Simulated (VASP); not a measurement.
# GaN (Cmc2_1) in VASP: a series of runs

Runs on GaN. Level: r2SCAN. Tasks: single point.

Program: VASP 6.6.1. These are calculated values, not measurements. Logs are shortened: lines on timing, memory, paths and dates and some standing lists are left out, and cuts for length are marked.

## 1. The cell of the first run

The structure is orthorhombic, space group Cmc2_1 (No. 36). The conventional cell has a = 3.228 Å, b = 5.508 Å, c = 5.166 Å, α = 90.00°, β = 90.00°, γ = 90.00°. Within 2.6 Å of Ga (site symmetry m) lie 4 N at 1.94 to 1.97 Å. N (site symmetry m) has 4 Ga at 1.94 to 1.97 Å within 2.6 Å.

## 2. Single point, r2SCAN (strain +0.0150 x Voigt [1, 0, 0, 0, 0, 0])

POSCAR

```
GaN
1.0
    3.2276996554      0.0000000000      0.0000000000
   -1.6138498277      2.7539604900      0.0000000000
    0.0000000000      0.0000000000      5.1660000000
Ga N
2 2
Direct
    0.3333333333      0.6666666667      0.0000000000
    0.6666666667      0.3333333333      0.5000000000
    0.3333333333      0.6666666667      0.3750000000
    0.6666666667      0.3333333333      0.8750000000
```

INCAR.step1

```
ALGO     = Normal         # electronic algorithm
EDIFF    = 1E-4           # SCF threshold, eV
ENCUT    = 520            # plane-wave cutoff, eV
GGA      = PE             # functional
ISMEAR   = 0              # smearing method
LASPH    = True           # aspherical terms in the spheres
LCHARG   = False          # write CHGCAR
LREAL    = False          # projectors in reciprocal space
LWAVE    = True           # write WAVECAR
NBANDS   = 26             # bands
NELM     = 100            # most SCF steps
PREC     = Accurate       # precision mode
SIGMA    = 0.05           # smearing width, eV
```

INCAR.step2

```
ALGO     = Normal         # electronic algorithm
EDIFF    = 1E-6           # SCF threshold, eV
ENCUT    = 520            # plane-wave cutoff, eV
ISIF     = 2              # what is computed and relaxed
ISMEAR   = 0              # smearing method
ISTART   = 1            
LASPH    = True           # aspherical terms in the spheres
LCHARG   = False          # write CHGCAR
LMIXTAU  = True         
LREAL    = False          # projectors in reciprocal space
LWAVE    = False          # write WAVECAR
METAGGA  = R2SCAN         # meta-GGA
NBANDS   = 26             # bands
NELM     = 100            # most SCF steps
PREC     = Accurate       # precision mode
SIGMA    = 0.05           # smearing width, eV
```

KPOINTS

```
k-points
0
Gamma
  12 12 6
```

Potentials or basis: VASP PAW PBE potentials, release 64 (Ga_d, N).

The run is started by

```bash
$ cat potpaw_PBE.64/Ga_d/POTCAR potpaw_PBE.64/N/POTCAR > POTCAR
$ cp INCAR.step1 INCAR
$ mpirun -np 1 vasp_std > vasp.out
$ cp INCAR.step2 INCAR
$ mpirun -np 1 vasp_std > vasp.out
```

OUTCAR:

```text
EDIFF = 1E-6
   ENCUT = 520
   ISIF = 2
   ISMEAR = 0
   ISTART = 1
   LASPH = True
   LREAL = False
   METAGGA = R2SCAN
   NELM = 100
   PREC = Accurate

 ion  position               nearest neighbor table
   1  0.333  0.667  0.000-   3 1.94   4 1.95   4 1.97   4 1.97
   2  0.667  0.333  0.500-   4 1.94   3 1.95   3 1.97   3 1.97
   3  0.333  0.667  0.375-   1 1.94   2 1.95   2 1.97   2 1.97
   4  0.667  0.333  0.875-   2 1.94   1 1.95   1 1.97   1 1.97

  Warning from LATTYP: Monoclinic adjustment (A1->A3, A2->A1, A3->A2)!
  LATTYP: Found a base centered orthorhombic cell.
 ALAT       =     3.2276996554
 B/A-ratio  =     1.7064539976
 C/A-ratio  =     1.6005206653

  Lattice vectors:

 A1 = (   1.6138498277,  -2.7539604900,   0.0000000000)
 A2 = (   1.6138498277,   2.7539604900,   0.0000000000)
 A3 = (   0.0000000000,   0.0000000000,   5.1660000000)

Analysis of symmetry for initial positions (statically):
=====================================================================
 Subroutine PRICEL returns:
 Original cell was already a primitive cell.

 Routine SETGRP: Setting up the symmetry group for a
 base centered orthorhombic supercell.

 Subroutine GETGRP returns: Found  4 space group operations
 (whereof  2 operations were pure point group operations)
 out of a pool of  8 trial point group operations.

The static configuration has the point symmetry C_1h.
 The point group associated with its full space group is C_2v.

Analysis of symmetry for dynamics (positions and initial velocities):
=====================================================================
 Subroutine PRICEL returns:
 Original cell was already a primitive cell.

 Routine SETGRP: Setting up the symmetry group for a
 base centered orthorhombic supercell.

 Subroutine GETGRP returns: Found  4 space group operations
 (whereof  2 operations were pure point group operations)
 out of a pool of  8 trial point group operations.

The dynamic configuration has the point symmetry C_1h.
 The point group associated with its full space group is C_2v.

 Subroutine INISYM returns: Found  4 space group operations
 (whereof  2 operations are pure point group operations),
 and found     1 'primitive' translations

----------------------------------------------------------------------------------------

                                     Primitive cell

[... 92 lines left out ...]
   ENCUT  =  520.0 eV  38.22 Ry    6.18 a.u.   6.00  5.93  9.61*2*pi/ulx,y,z
   NELM   =    100;   NELMIN=  2; NELMDL=  0     # of ELM steps
   EDIFF  = 0.1E-05   stopping-criterion for ELM
   LREAL  =      F    real-space projection
   EDIFFG = 0.1E-04   stopping-criterion for IOM
   NSW    =      0    number of steps for IOM
   IBRION =     -1    ionic relax: 0-MD 1-quasi-New 2-CG
   NFREE  =      0    steps in history (QN), initial steepest desc. (CG)
   ISIF   =      2    stress and relaxation
   ISYM   =      2    0-nonsym 1-usesym 2-fastsym
   POTIM  = 0.5000    time-step for ionic-motion
   TEBEG  =    0.0;   TEEND  =   0.0 temperature during run
   PSTRESS=    0.0 pullay stress
   NELECT =      36.0000    total number of electrons
   NUPDOWN=      -1.0000    fix difference up-down
   EMIN   =  10.00;   EMAX   =-10.00  energy-range for DOS
   EFERMI =   0.00;   METHOD = LEGACY
   ISMEAR =     0;   SIGMA  =   0.05  broadening in eV -4-tet -1-fermi 0-gaus
   EFERMI_NEDOS =   21; number of points for ismear=-14 and -15
   IALGO  =     38    algorithm
   IMIX   =      4    mixing-type and parameters
     AMIX     =   0.40;   BMIX     =  1.00
     AMIX_MAG =   1.60;   BMIX_MAG =  1.00
  volume/ion in A,a.u.               =      11.48        77.47
  Fermi-wavevector in a.u.,A,eV,Ry     =   1.509526  2.852590 31.003169  2.278669
  Thomas-Fermi vector in A             =   2.619837
   LORBIT       =      0    0 simple, 1 ext, 2 COOP (PROOUT), +10 PAW based schemes
   METAGGA = R2SCAN    functional components
   LHFCALC =     F    Hartree Fock is set to
   AEXX    =    0.0000 exact exchange contribution
   IVDW    =     0    specifies the selected vdW correction
   LEPSILON=     F    determine dielectric tensor
   LRPA    =     F    only Hartree local field effects (RPA)
 non-spin polarized calculation
 Gauss-broadening in eV      SIGMA  =   0.05
  energy-cutoff  :      520.00
  volume of cell :       45.92
 maximum number of plane-waves:      1260
   NGX = 13   NGY = 11   NGZ = 19

 number of electron      35.9999981 magnetization

 Free energy of the ion-electron system (eV)
  ---------------------------------------------------
  ext. energy  EPLUGINS =         0.00000000
  ---------------------------------------------------
  free energy    TOTEN  =       -43.81037217 eV

  energy without entropy =      -43.81037217  energy(sigma->0) =      -43.81037217

 E-fermi :   5.2607     XC(G=0): -12.6069

 val. band max:        5.0268160258   @ k =   0.0000   0.0000   0.0000
 cond. band min:       7.2844425837   @ k =   0.0000   0.0000   0.0000
 fundamental gap:      2.2576265579
 Fermi energy:         5.2607046540

 k-point     1 :       0.0000    0.0000    0.0000
  band No.  band energies     occupation
      1     -11.7335      2.00000
      2     -10.7416      2.00000
      3      -8.8291      2.00000
      4      -8.8073      2.00000
      5      -8.8024      2.00000
      6      -8.7382      2.00000
[... 685 lines left out ...]
     25      18.3088      0.00000
     26      18.8867      0.00000

 [... further k-points ...]

------------------------ aborting loop because EDIFF is reached ----------------------------------------

  FORCE on cell =-STRESS in cart. coord.  units (eV):
  Direction    XX          YY          ZZ          XY          YZ          ZX
  --------------------------------------------------------------------------------------
  -------------------------------------------------------------------------------------
  Total       -1.3259272     -0.0102179      0.7158078      0.0000000      0.0000000      0.0000000
  in kB      -46.2620691     -0.3565048     24.9747874      0.0000000      0.0000000      0.0000000
  external PRESSURE =      -7.2145955 kB  Pullay stress =       0.0000000 kB

 VOLUME and BASIS-vectors are now :
 -----------------------------------------------------------------------------
  energy-cutoff  :      520.00
  volume of cell :       45.92
      direct lattice vectors                 reciprocal lattice vectors
     3.227699655  0.000000000  0.000000000     0.309818170  0.181556708  0.000000000
    -1.613849828  2.753960490  0.000000000     0.000000000  0.363113416  0.000000000
     0.000000000  0.000000000  5.166000000     0.000000000  0.000000000  0.193573364

 POSITION                                       TOTAL-FORCE (eV/Angst)
 -----------------------------------------------------------------------------------
     -0.00000      1.83597      0.00000         0.000000     -0.109757     -0.212781
      1.61385      0.91799      2.58300         0.000000      0.109757     -0.212781
     -0.00000      1.83597      1.93725         0.000000     -0.136877      0.212781
      1.61385      0.91799      4.52025         0.000000      0.136877      0.212781
 -----------------------------------------------------------------------------------
    total drift:                                0.000002      0.000004      0.048727

  FREE ENERGIE OF THE ION-ELECTRON SYSTEM (eV)
  ---------------------------------------------------
  free  energy   TOTEN  =       -43.8103721667 eV

  energy  without entropy=      -43.8103721667  energy(sigma->0) =      -43.81037217
```

Run time: 3.5 min. Hardware: 1 thread of Intel Xeon 6975P-C (Granite Rapids), shared host; peak memory 0.29 GiB.

What came out:

```yaml
Free_energy: -43.8104 eV
Pressure: -0.7 GPa
Largest_force: 0.253 eV/Å
Band_gap_on_the_k_mesh: 2.26 eV
```

Forces in eV/Å, atoms in the order of the input:
```
Ga   0.000 -0.110 -0.213
Ga   0.000  0.110 -0.213
N    0.000 -0.137  0.213
N    0.000  0.137  0.213
```

Caveat: the cell differs from its parent crystal (strain +0.0150 x Voigt [1, 0, 0, 0, 0, 0]); the PAW data sets were made with another functional, which shifts forces and pressure a little.

## 3. Single point, r2SCAN (strain +0.0300 x Voigt [1, 0, 0, 0, 0, 0])

POSCAR, as its differences from that of step 2:

```diff
@@ -2,4 +2,4 @@
 1.0
-    3.2276996554      0.0000000000      0.0000000000
-   -1.6138498277      2.7539604900      0.0000000000
+    3.2753996503      0.0000000000      0.0000000000
+   -1.6376998252      2.7539604900      0.0000000000
     0.0000000000      0.0000000000      5.1660000000
```

INCAR.step1

```
PREC     = Accurate       # precision mode
ENCUT    = 520            # plane-wave cutoff, eV
ISMEAR   = 0              # smearing method
SIGMA    = 0.05           # smearing width, eV
LREAL    = False          # projectors in reciprocal space
LASPH    = True           # aspherical terms in the spheres
NELM     = 100            # most SCF steps
NBANDS   = 26             # bands
GGA      = PE             # functional
ALGO     = Normal         # electronic algorithm
EDIFF    = 1E-4           # SCF threshold, eV
LWAVE    = True           # write WAVECAR
LCHARG   = False          # write CHGCAR
```

INCAR.step2

```
PREC     = Accurate       # precision mode
ENCUT    = 520            # plane-wave cutoff, eV
EDIFF    = 1E-7           # SCF threshold, eV
ISMEAR   = 0              # smearing method
SIGMA    = 0.05           # smearing width, eV
LREAL    = False          # projectors in reciprocal space
LASPH    = True           # aspherical terms in the spheres
NELM     = 100            # most SCF steps
ALGO     = Normal         # electronic algorithm
ISIF     = 2              # what is computed and relaxed
LWAVE    = False          # write WAVECAR
LCHARG   = True           # write CHGCAR
METAGGA  = R2SCAN         # meta-GGA
LMIXTAU  = True         
LELF     = True           # ELF
LVHAR    = True         
NBANDS   = 26             # bands
ISTART   = 1
```

KPOINTS

```
regular mesh
0
Gamma
  12 12 6
```

Potentials or basis: VASP PAW PBE potentials, release 64 (Ga_d, N).

The run is started by

```bash
$ cat potpaw_PBE.64/Ga_d/POTCAR potpaw_PBE.64/N/POTCAR > POTCAR
$ cp INCAR.step1 INCAR
$ mpirun -np 1 vasp_std > vasp.out
$ cp INCAR.step2 INCAR
$ mpirun -np 1 vasp_std > vasp.out
```

Wall time 4.2 min (1 thread of Intel Xeon 6975P-C (Granite Rapids), shared host); peak memory 0.3 GiB.

Results (log left out):

| Item | Value |
| --- | --- |
| Free energy | -43.7795 eV |
| Pressure | -3.3 GPa |
| Largest force | 0.372 eV/Å |
| Band gap on the k mesh | 2.14 eV |

Forces on the atoms (eV/Å):
```
Ga   0.000 -0.201 -0.274
Ga   0.000  0.201 -0.274
N    0.000 -0.252  0.274
N    0.000  0.252  0.274
```

Stress tensor (GPa, compression positive):
```
-10.13   0.00   0.00
  0.00  -1.40   0.00
  0.00   0.00   1.62
```

Levels at points of the mesh, in eV from the valence-band top:
```csv
k point,band 16,band 17,band 18,band 19,band 20,band 21
"(0.00, 0.00, 0.00)",-0.11,-0.07,0.00,2.14,4.44,9.86
"(0.50, 0.00, 0.00)",-2.77,-2.24,-0.93,5.53,6.04,6.49
"(0.00, 0.50, 0.00)",-3.05,-2.28,-1.14,5.00,5.71,6.62
"(0.00, 0.00, 0.50)",-0.68,-0.57,-0.57,4.48,4.48,9.09
"(0.50, 0.00, 0.50)",-1.96,-1.89,-1.89,4.85,4.85,8.31
"(0.00, 0.50, 0.50)",-2.18,-1.88,-1.88,4.64,4.64,8.23
```

Caveat: the cell differs from its parent crystal (strain +0.0300 x Voigt [1, 0, 0, 0, 0, 0]); the cell stands under tension; the PAW data sets were made with another functional, which shifts forces and pressure a little.

## 4. Single point, r2SCAN (strain +0.0450 x Voigt [1, 0, 0, 0, 0, 0])

POSCAR, as its differences from that of step 3:

```diff
@@ -2,4 +2,4 @@
 1.0
-    3.2753996503      0.0000000000      0.0000000000
-   -1.6376998252      2.7539604900      0.0000000000
+    3.3230996452      0.0000000000      0.0000000000
+   -1.6615498226      2.7539604900      0.0000000000
     0.0000000000      0.0000000000      5.1660000000
```

INCAR.step1

```
SYSTEM = GaN
  PREC = Accurate
  ENCUT = 520
  ISMEAR = 0
  SIGMA = 0.05
  LREAL = .False.
  LASPH = .True.
  NELM = 100
  NBANDS = 26
  GGA = PE
  ALGO = Normal
  EDIFF = 1E-4
  LWAVE = .True.
  LCHARG = .False.
```

INCAR.step2

```
SYSTEM = GaN
  PREC = Accurate
  ENCUT = 520
  EDIFF = 1E-7
  ISMEAR = 0
  SIGMA = 0.05
  LREAL = .False.
  LASPH = .True.
  NELM = 100
  ALGO = Normal
  ISIF = 2
  LWAVE = .False.
  LCHARG = .False.
  METAGGA = R2SCAN
  LMIXTAU = .True.
  NBANDS = 26
  ISTART = 1
```

KPOINTS

```
regular mesh
0
Gamma
  12 12 6
  0 0 0
```

The run is started by

```bash
$ cat potpaw_PBE.64/Ga_d/POTCAR potpaw_PBE.64/N/POTCAR > POTCAR
$ cp INCAR.step1 INCAR
$ mpirun -np 1 vasp_std > vasp.out
$ cp INCAR.step2 INCAR
$ mpirun -np 1 vasp_std > vasp.out
```

Wall time 5.3 min (1 thread of Intel Xeon 6975P-C (Granite Rapids), shared host); peak memory 0.3 GiB.

The run converged. Its results:

```
Free energy            : -43.7268 eV
Pressure               : -5.6 GPa
Largest force          : 0.474 eV/Å
Band gap on the k mesh : 2.02 eV
```

Forces in eV/Å, atoms in the order of the input:
```
Ga   0.000 -0.281 -0.320
Ga   0.000  0.281 -0.320
N    0.000 -0.349  0.320
N    0.000  0.349  0.320
```

Stress tensor (GPa, compression positive):
```
-14.96   0.00   0.00
  0.00  -2.61   0.00
  0.00   0.00   0.74
```

Levels at points of the mesh, in eV from the valence-band top:
```tsv
k point	band 15	band 16	band 17	band 18	band 19	band 20	band 21	band 22
(0.00, 0.00, 0.00)	-1.12	-0.15	-0.07	0.00	2.02	4.24	9.78	9.79
(0.50, 0.00, 0.00)	-4.31	-2.72	-2.21	-0.88	5.51	5.98	6.47	8.87
(0.00, 0.50, 0.00)	-4.09	-3.12	-2.27	-1.19	4.74	5.50	6.65	9.24
(0.00, 0.00, 0.50)	-0.72	-0.72	-0.57	-0.57	4.33	4.33	9.03	9.03
(0.50, 0.00, 0.50)	-1.93	-1.93	-1.83	-1.83	4.83	4.83	8.22	8.22
(0.00, 0.50, 0.50)	-2.24	-2.24	-1.83	-1.83	4.51	4.51	8.14	8.14
```

Caveat: the cell differs from its parent crystal (strain +0.0450 x Voigt [1, 0, 0, 0, 0, 0]); the cell stands under tension; the PAW data sets were made with another functional, which shifts forces and pressure a little.

## 5. Summary

| cell | gap on the mesh (eV) | pressure (GPa) | largest force (eV/Å) |
| --- | --- | --- | --- |
| a = 3.228, b = 3.192, c = 5.166 Å, angles 90.0, 90.0, 120.4°, 4 atoms | 2.26 | -0.7 | 0.25 |
| a = 3.275, b = 3.204, c = 5.166 Å, angles 90.0, 90.0, 120.7°, 4 atoms | 2.14 | -3.3 | 0.37 |
| a = 3.323, b = 3.216, c = 5.166 Å, angles 90.0, 90.0, 121.1°, 4 atoms | 2.02 | -5.6 | 0.47 |

Alike in all rows: task single point; level r2SCAN; potentials or basis VASP PAW PBE potentials, release 64 (Ga_d, N); no spin polarisation; k mesh 12 × 12 × 6; cutoff (eV) 520; smearing gaussian 0.05 eV.

Caveats: the PAW data sets were made with another functional, which shifts forces and pressure a little; the cell stands under tension (at least some runs).

Total energies depend on the potentials used, so only differences within one code and one set of settings carry meaning.
